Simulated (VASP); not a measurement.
A run of VASP 6.6.1 is set up as follows.

INCAR

```
SYSTEM = NiPt3
  PREC = Accurate
  ENCUT = 520
  EDIFF = 1E-6
  ISMEAR = -1
  SIGMA = 0.05
  LREAL = .FALSE.
  LASPH = .TRUE.
  NELM = 150
  ALGO = Normal
  ISIF = 2
  LWAVE = .FALSE.
  LCHARG = .TRUE.
  ISPIN = 2
  MAGMOM = 0 0 0 1
  LORBIT = 11
  LMAXMIX = 4
  GGA = PS
  LELF = .TRUE.
  LVHAR = .TRUE.
  NBANDS = 32
```

Contents of KPOINTS:

```
regular mesh
0
G
  7 7 7
  0 0 0
```

File POSCAR:

```
NiPt3
1.0
    3.8550366000      0.0000000000      0.0000000000
    0.0000000000      3.8550366000      0.0000000000
    0.0000000000      0.0000000000      3.8550366000
Pt Ni
3 1
Direct
    0.5000000000      0.5000000000      0.0000000000
    0.5000000000      0.0000000000      0.5000000000
    0.0000000000      0.5000000000      0.5000000000
    0.0000000000      0.0000000000      0.0000000000
```

Potentials or basis: VASP PAW PBE potentials, release 64 (Pt, Ni).

Command:

```bash
$ cat potpaw_PBE.64/Pt/POTCAR potpaw_PBE.64/Ni/POTCAR > POTCAR
$ mpirun -np 1 vasp_std > vasp.out
```

Task: Estimate the pressure.

Result: -6.6 GPa.

Task: Estimate the net moment.

Result: 0.88 μB per cell.

Task: What does it give for the site moments?

Result: Pt +0.10; Ni +0.61 μB.

Caveat: the cell stands under tension; the PAW data sets were made with another functional, which shifts forces and pressure a little.
